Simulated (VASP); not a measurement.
# HC19O in VASP: single point with PBE+D3(BJ)

Aim: the single point of HC19O with PBE+D3(BJ).

Everything below comes from runs of VASP 6.6.1. Logs are shortened: lines on timing, memory, paths and dates and some standing lists are left out, and cuts for length are marked.

## Step 1: The cell of the first run

The cell holds a slab with vacuum, 21 atoms: a = 7.398 Å, b = 7.398 Å, c = 13.000 Å, α = 90.00°, β = 90.00°, γ = 120.00°.

## Step 2: Single point, PBE+D3(BJ), collinear spin

Input file INCAR:

```
SYSTEM = HC19O
PREC     = Accurate       ! precision mode
ENCUT    = 520            ! plane-wave cutoff, eV
EDIFF    = 1E-6           ! SCF threshold, eV
ISMEAR   = 0              ! smearing method
SIGMA    = 0.02           ! smearing width, eV
LREAL    = Auto         
LASPH    = .TRUE.         ! aspherical terms in the spheres
NELM     = 150            ! most SCF steps
ALGO     = Normal         ! electronic algorithm
ISIF     = 2              ! what is computed and relaxed
LWAVE    = .FALSE.        ! write WAVECAR
LCHARG   = .FALSE.        ! write CHGCAR
ISPIN    = 2              ! spin polarisation
MAGMOM   = 0 0 0 0 0 0 0 0 0 0 0 0 0 0 0 0 0 0 1 0 0 ! initial moments
LORBIT   = 11             ! projections on sites
GGA      = PE             ! functional
IVDW     = 12             ! dispersion correction
NBANDS   = 62             ! bands
```

Input file KPOINTS:

```
regular mesh
0
G
  2 2 1
  0 0 0
```

Input file POSCAR:

```
HC19O
1.0
    7.3980000000      0.0000000000      0.0000000000
   -3.6990000000      6.4068560000      0.0000000000
    0.0000000000      0.0000000000     13.0000000000
C H O
19 1 1
Direct
    0.0009892363      0.0063074603      0.0724104619
    0.2241389652      0.1168478137      0.0737947722
    0.0011579959      0.3389886199      0.0723943809
    0.2240301418      0.4503746826      0.0733459523
    0.0020827451      0.6727275172      0.0886876445
    0.2284400736      0.7853840842      0.0740993058
    0.3367059317      0.0062262988      0.0725207418
    0.5581932826      0.1170548703      0.0704384726
    0.3352724951      0.3391185312      0.0735800859
    0.5577851056      0.4503843882      0.0733803743
    0.3362081879      0.6726254406      0.0723163225
    0.5577148967      0.7840379964      0.0703370895
    0.6685550428      0.0056918043      0.0698255207
    0.8903124308      0.1170831044      0.0703634781
    0.6692799438      0.3389743205      0.0724419275
    0.8893523886      0.4472477841      0.0741890948
    0.6677755788      0.6726094530      0.0722605436
    0.8883604336      0.7854312598      0.0739890631
    0.0215118305      0.7166202342      0.2221741529
    0.1103700093      0.8877596812      0.2345373956
   -0.0507690158      0.5803428550      0.2836829195
```

Potentials or basis: VASP PAW PBE potentials, release 64 (C, H, O).

Launch:

```sh
cat potpaw_PBE.64/C/POTCAR potpaw_PBE.64/H/POTCAR potpaw_PBE.64/O/POTCAR > POTCAR
mpirun -np 1 vasp_std > vasp.out
```

OUTCAR:

```text
SYSTEM = HC19O
   PREC = Accurate
   ENCUT = 520
   EDIFF = 1E-6
   ISMEAR = 0
   LREAL = Auto
   LASPH = .TRUE.
   NELM = 150
   ISIF = 2
   ISPIN = 2
   LORBIT = 11
   GGA = PE
   IVDW = 12
 IVDW          = 12

 ion  position               nearest neighbor table
   1  0.001  0.006  0.072-  18 1.42  14 1.42   2 1.43
   2  0.224  0.117  0.074-   9 1.42   1 1.43   7 1.43
   3  0.001  0.339  0.072-  16 1.41  14 1.42   4 1.43
   4  0.224  0.450  0.073-  11 1.42   9 1.43   3 1.43
   5  0.002  0.673  0.089-  16 1.46   6 1.46  18 1.46  19 1.76
   6  0.228  0.785  0.074-  11 1.41   7 1.42   5 1.46
   7  0.337  0.006  0.073-   6 1.42   8 1.42   2 1.43
   8  0.558  0.117  0.070-   7 1.42  13 1.42  15 1.42
   9  0.335  0.339  0.074-   2 1.42   4 1.43  10 1.43
  10  0.558  0.450  0.073-  17 1.42   9 1.43  15 1.43
  11  0.336  0.673  0.072-   6 1.41  12 1.42   4 1.42
  12  0.558  0.784  0.070-  17 1.42  11 1.42  13 1.42
  13  0.669  0.006  0.070-  12 1.42   8 1.42  14 1.42
  14  0.890  0.117  0.070-   1 1.42  13 1.42   3 1.42
  15  0.669  0.339  0.072-  16 1.41   8 1.42  10 1.43
  16  0.889  0.447  0.074-   3 1.41  15 1.41   5 1.46
  17  0.668  0.673  0.072-  18 1.41  12 1.42  10 1.42
  18  0.888  0.785  0.074-  17 1.41   1 1.42   5 1.46
  19  0.022  0.717  0.222-  20 1.11  21 1.18   5 1.76
  20  0.110  0.888  0.235-  19 1.11
  21  0.949  0.580  0.284-  19 1.18

  LATTYP: Found a hexagonal cell.
 ALAT       =     7.3980000000
 C/A-ratio  =     1.7572316842

  Lattice vectors:

 A1 = (   7.3980000000,   0.0000000000,   0.0000000000)
 A2 = (  -3.6990000000,   6.4068560000,   0.0000000000)
 A3 = (   0.0000000000,   0.0000000000,  13.0000000000)

Analysis of symmetry for initial positions (statically):
=====================================================================
 Subroutine PRICEL returns:
 Original cell was already a primitive cell.

 Routine SETGRP: Setting up the symmetry group for a
 hexagonal supercell.

 Subroutine GETGRP returns: Found  1 space group operations
 (whereof  1 operations were pure point group operations)
 out of a pool of 24 trial point group operations.

The static configuration has the point symmetry C_1 .

Analysis of symmetry for dynamics (positions and initial velocities):
=====================================================================
 Subroutine PRICEL returns:
 Original cell was already a primitive cell.

 Routine SETGRP: Setting up the symmetry group for a
 hexagonal supercell.

 Subroutine GETGRP returns: Found  1 space group operations
 (whereof  1 operations were pure point group operations)
 out of a pool of 24 trial point group operations.

The dynamic configuration has the point symmetry C_1 .

Analysis of structural, dynamic, and magnetic symmetry:
=====================================================================
 Subroutine PRICEL returns:
 Original cell was already a primitive cell.

 Routine SETGRP: Setting up the symmetry group for a
 hexagonal supercell.

 Subroutine GETGRP returns: Found  1 space group operations
 (whereof  1 operations were pure point group operations)
 out of a pool of 24 trial point group operations.

The overall configuration has the point symmetry C_1 .

 Subroutine INISYM returns: Found  1 space group operations
 (whereof  1 operations are pure point group operations),
 and found     1 'primitive' translations

----------------------------------------------------------------------------------------

                                     Primitive cell

  volume of cell :     616.1730

  direct lattice vectors                    reciprocal lattice vectors
     7.398000000  0.000000000  0.000000000     0.135171668  0.078041398  0.000000000
    -3.699000000  6.406856000  0.000000000     0.000000000  0.156082796  0.000000000
     0.000000000  0.000000000 13.000000000     0.000000000  0.000000000  0.076923077

  length of vectors
     7.398000000  7.398000054 13.000000000     0.156082797  0.156082796  0.076923077

  position of ions in fractional coordinates (direct lattice)
     0.000989236  0.006307460  0.072410462
     0.224138965  0.116847814  0.073794772
     0.001157996  0.338988620  0.072394381
     0.224030142  0.450374683  0.073345952
[... 79 lines left out ...]
   ions per type =              19   1   1
   NGX,Y,Z   is equivalent  to a cutoff of  12.58, 12.58, 12.53 a.u.
   NGXF,Y,Z  is equivalent  to a cutoff of  25.17, 25.17, 25.06 a.u.
 SYSTEM =  HC19O
   PREC   = accura    normal or accurate (medium, high low for compatibility)
   ISTART =      0    job   : 0-new  1-cont  2-samecut
   ICHARG =      2    charge: 1-file 2-atom 10-const
   ISPIN  =      2    spin polarized calculation?
   LNONCOLLINEAR =      F non collinear calculations
   LSORBIT =      F    spin-orbit coupling
   LASPH  =      T    aspherical Exc in radial PAW
   ENCUT  =  520.0 eV  38.22 Ry    6.18 a.u.  13.76 13.76 24.17*2*pi/ulx,y,z
   NELM   =    150;   NELMIN=  2; NELMDL= -5     # of ELM steps
   EDIFF  = 0.1E-05   stopping-criterion for ELM
   LREAL  =      T    real-space projection
   EDIFFG = 0.1E-04   stopping-criterion for IOM
   NSW    =      0    number of steps for IOM
   IBRION =     -1    ionic relax: 0-MD 1-quasi-New 2-CG
   NFREE  =      0    steps in history (QN), initial steepest desc. (CG)
   ISIF   =      2    stress and relaxation
   ISYM   =      2    0-nonsym 1-usesym 2-fastsym
   POTIM  = 0.5000    time-step for ionic-motion
   TEBEG  =    0.0;   TEEND  =   0.0 temperature during run
   PSTRESS=    0.0 pullay stress
   NELECT =      83.0000    total number of electrons
   NUPDOWN=      -1.0000    fix difference up-down
   EMIN   =  10.00;   EMAX   =-10.00  energy-range for DOS
   EFERMI =   0.00;   METHOD = LEGACY
   ISMEAR =     0;   SIGMA  =   0.02  broadening in eV -4-tet -1-fermi 0-gaus
   EFERMI_NEDOS =   21; number of points for ismear=-14 and -15
   IALGO  =     38    algorithm
   IMIX   =      4    mixing-type and parameters
     AMIX     =   0.40;   BMIX     =  1.00
     AMIX_MAG =   1.60;   BMIX_MAG =  1.00
  volume/ion in A,a.u.               =      29.34       198.01
  Fermi-wavevector in a.u.,A,eV,Ry     =   0.839202  1.585862  9.582045  0.704260
  Thomas-Fermi vector in A             =   1.953382
   LORBIT       =     11    0 simple, 1 ext, 2 COOP (PROOUT), +10 PAW based schemes
   GGA     = PE    functional components
   LHFCALC =     F    Hartree Fock is set to
   AEXX    =    0.0000 exact exchange contribution
   IVDW    =    12    specifies the selected vdW correction
   LEPSILON=     F    determine dielectric tensor
   LRPA    =     F    only Hartree local field effects (RPA)
 spin polarized calculation
 Gauss-broadening in eV      SIGMA  =   0.02
  energy-cutoff  :      520.00
  volume of cell :      616.17
 maximum number of plane-waves:     16651
 NGX is ok and might be reduce to    56
   NGX = 27   NGY = 27   NGZ = 49

 number of electron      83.0000001 magnetization       0.0000119

 number of electron      83.0000001 magnetization      -0.0000100

 Free energy of the ion-electron system (eV)
  ---------------------------------------------------
  ext. energy  EPLUGINS =         0.00000000
  ---------------------------------------------------
  free energy    TOTEN  =      -182.86339537 eV

  energy without entropy =     -182.86339537  energy(sigma->0) =     -182.86339537

 E-fermi :  -1.5745     XC(G=0):  -3.7555

 val. band max:       -1.6820522930   @ k =   0.0000   0.0000   0.0000
 cond. band min:      -1.4433587648   @ k =   0.5000   0.0000   0.0000
 fundamental gap:      0.2386935282
 Fermi energy:        -1.5744781482

 spin component 1

 k-point     1 :       0.0000    0.0000    0.0000
  band No.  band energies     occupation
      1     -25.4199      1.00000
      2     -21.3240      1.00000
      3     -19.0788      1.00000
      4     -18.7666      1.00000
      5     -18.6966      1.00000
      6     -18.6160      1.00000
[... 213 lines left out ...]
     52       3.4267      0.00000
     53       3.9377      0.00000
 Fermi energy:        -1.5744781482

 spin component 2

 k-point     1 :       0.0000    0.0000    0.0000
  band No.  band energies     occupation
      1     -25.4199      1.00000
      2     -21.3240      1.00000
      3     -19.0788      1.00000
      4     -18.7666      1.00000
      5     -18.6966      1.00000
      6     -18.6160      1.00000
[... 213 lines left out ...]
     52       3.4270      0.00000
     53       3.9375      0.00000
 [bands above 53 left out]

------------------------ aborting loop because EDIFF is reached ----------------------------------------

 Edisp (eV)   -1.85203

 E8    (eV) :    -0.5690

  FORCE on cell =-STRESS in cart. coord.  units (eV):
  Direction    XX          YY          ZZ          XY          YZ          ZX
  --------------------------------------------------------------------------------------
  -------------------------------------------------------------------------------------
  Total       4.29693     3.47371     0.17280     0.00305    -0.37197    -0.03141
  in kB      11.17291     9.03237     0.44933     0.00793    -0.96719    -0.08167
  external pressure =        6.88 kB  Pullay stress =        0.00 kB

 VOLUME and BASIS-vectors are now :
 -----------------------------------------------------------------------------
  energy-cutoff  :      520.00
  volume of cell :      616.17
      direct lattice vectors                 reciprocal lattice vectors
     7.398000000  0.000000000  0.000000000     0.135171668  0.078041398  0.000000000
    -3.699000000  6.406856000  0.000000000     0.000000000  0.156082796  0.000000000
     0.000000000  0.000000000 13.000000000     0.000000000  0.000000000  0.076923077

 POSITION                                       TOTAL-FORCE (eV/Angst)
 -----------------------------------------------------------------------------------
     -0.01601      0.04041      0.94134        -0.001092      0.006952     -0.000027
      1.22596      0.74863      0.95933         0.006361      0.002276      0.000825
     -1.24535      2.17185      0.94113        -0.002019     -0.001451     -0.000428
     -0.00856      2.88549      0.95350         0.001672      0.002807     -0.000920
     -2.47301      4.31007      1.15294        -0.004839     -0.005398      0.007807
     -1.21514      5.03184      0.96329         0.001385     -0.001882      0.004796
[... 13 lines left out ...]
     -2.46731      5.68775      3.04899        -0.003147     -0.010817     -0.003743
      4.87572      3.71817      3.68788        -0.017979     -0.475997      0.433746
 -----------------------------------------------------------------------------------
    total drift:                               -0.007760      0.015168      0.014855

  FREE ENERGIE OF THE ION-ELECTRON SYSTEM (eV)
  ---------------------------------------------------
  free  energy   TOTEN  =      -184.7154233117 eV

  energy  without entropy=     -184.7154233117  energy(sigma->0) =     -184.71542331

 total charge

# of ion       s       p       d       tot
------------------------------------------
    1        0.862   1.799   0.000   2.660
    2        0.861   1.777   0.000   2.638
    3        0.862   1.799   0.000   2.661
    4        0.862   1.778   0.000   2.641
    5        0.847   1.765   0.000   2.612
    6        0.866   1.774   0.000   2.639
[... 13 lines left out ...]
   20        0.617   0.046   0.000   0.663
   21        1.604   3.528   0.000   5.132
--------------------------------------------------
tot         18.635  37.436   0.000  56.071

 magnetization (x)

# of ion       s       p       d       tot
------------------------------------------
    1        0.000   0.000   0.000   0.000
    2        0.000   0.000   0.000   0.000
    3        0.000   0.000   0.000   0.000
    4       -0.000  -0.000   0.000  -0.000
    5        0.000   0.000   0.000   0.000
    6        0.000  -0.000   0.000  -0.000
[... 13 lines left out ...]
   20        0.000  -0.000   0.000   0.000
   21        0.000  -0.000   0.000  -0.000
--------------------------------------------------
tot          0.000  -0.000   0.000   0.000
```

It took 13 min on 1 thread of Intel Xeon Platinum 8488C (Sapphire Rapids), shared host; peak memory 0.93 GiB.

What came out:

```yaml
Free_energy: -184.7154 eV
Largest_force: 0.655 eV/Å
Net_moment: 0.00 μB per cell
Valence_electrons_inside_the_program's_atomic_spheres: C 2.66, 2.64, 2.61, 2.65, 2.67, 2.55 (each value once); H 0.66; O 5.13
Dispersion_energy_per_atom: -0.088 eV
```

Forces on the atoms (eV/Å):
```
C   -0.001  0.007  0.000
C    0.006  0.002  0.001
C   -0.002 -0.001  0.000
C    0.002  0.003 -0.001
C   -0.005 -0.005  0.008
C    0.001 -0.002  0.005
C    0.006  0.005 -0.001
C   -0.003 -0.001 -0.003
C   -0.001 -0.005  0.005
C    0.006 -0.001  0.003
C    0.005 -0.001  0.000
C   -0.001 -0.001 -0.004
C   -0.001  0.007 -0.003
C   -0.002  0.001  0.000
C   -0.004 -0.006  0.001
C   -0.001  0.005  0.000
C   -0.009 -0.001 -0.003
C    0.003 -0.003  0.002
C    0.023  0.485 -0.440
H   -0.003 -0.011 -0.004
O   -0.018 -0.476  0.434
```

Levels at points of the mesh, in eV from the Fermi level:
Spin up:
```csv
k point,band 39,band 40,band 41,band 42,band 43,band 44
"(0.00, 0.00, 0.00)",-3.18,-1.50,-0.43,-0.16,-0.11,1.69
"(0.50, 0.00, 0.00)",-2.75,-2.69,-2.51,0.13,1.13,1.90
"(0.00, 0.50, 0.00)",-2.75,-2.73,-2.51,0.24,1.17,1.75
"(0.50, 0.50, 0.00)",-2.76,-2.69,-2.51,0.13,1.11,1.91
```
Spin down:
```csv
k point,band 39,band 40,band 41,band 42,band 43,band 44
"(0.00, 0.00, 0.00)",-3.18,-1.50,-0.43,-0.16,-0.11,1.69
"(0.50, 0.00, 0.00)",-2.75,-2.69,-2.51,0.13,1.13,1.90
"(0.00, 0.50, 0.00)",-2.75,-2.73,-2.51,0.24,1.17,1.75
"(0.50, 0.50, 0.00)",-2.76,-2.69,-2.51,0.13,1.11,1.91
```

Caveat: the k points lie up to 0.49 Å⁻¹ apart; there is no dipole correction, which matters where the two faces differ.
